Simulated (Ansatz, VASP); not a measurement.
# Two plane-wave programs on NiO

```
Ni O
1.0
     0.00000    2.09791    2.09791
     2.09791    0.00000    2.09791
     2.09791    2.09791    0.00000
Ni O
1 1
Direct
  0.00000 0.00000 0.00000
  0.50000 0.50000 0.50000
```

Alike in both runs: task single point; functional r2SCAN; k mesh 9 × 9 × 9; occupations fermi-dirac, width 0.1 eV; collinear spin; Hubbard terms Ni d U = 3.1 eV.

```csv
,VASP,Ansatz
version,VASP 6.6.1,Ansatz 0.2.0
potentials or method,"VASP PAW PBE potentials, release 64 (Ni_sv_GW, O), cutoff 770 eV","PAW, plane waves, scalar-relativistic"
valence electrons in the cell,24,24
```

```tsv
	VASP	Ansatz	Ansatz less VASP
pressure (GPa)	0.3	1.5	+1.11
net moment per atom (μB)	1.00	1.00	0.000
size of the moment on the site where the two differ most (μB)	1.78	1.73	-0.049
```

VASP's potentials were made for PBE, not for r2SCAN. Site moments also hang on the region over which each program counts them. The programs project onto different local orbitals, so the same U acts differently, and such runs can settle in different states. Ansatz's warnings: stability check not made.
